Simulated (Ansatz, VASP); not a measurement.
Two plane-wave programs on Os

```
Os
1.0
     2.75086    0.00000    0.00000
    -1.37543    2.38231    0.00000
     0.00000    0.00000    4.35472
Os
2
Direct
  0.33333 0.66667 0.25000
  0.66667 0.33333 0.75000
```

Alike in both runs: functional PBE; k mesh 9 × 9 × 6; occupations gaussian, width 0.1 eV; no spin polarisation.

Ansatz relaxed the structure, and its values are those at the end. VASP's run is a single point on that final structure, the one shown.

|  | VASP | Ansatz |
| --- | --- | --- |
| version | VASP 6.6.1 | Ansatz 0.2.0 |
| potentials or method | VASP PAW PBE potentials, release 64 (Os), cutoff 520 eV | scalar-relativistic, plane waves, PAW |
| valence electrons in the cell | 16 | 32 |

|  | VASP | Ansatz | Ansatz less VASP |
| --- | --- | --- | --- |
| gap on the k mesh at the Fermi level (eV) | none | none | - |
| pressure (GPa) | -0.2 | 0.0 | +0.11 |

A gap of «none» marks a metal or a gap that the smearing closes. VASP's potentials hold 16 valence electrons a cell and Ansatz's 32, so a difference there can come from the potentials and not from the codes.

Spin-orbit coupling is off throughout.
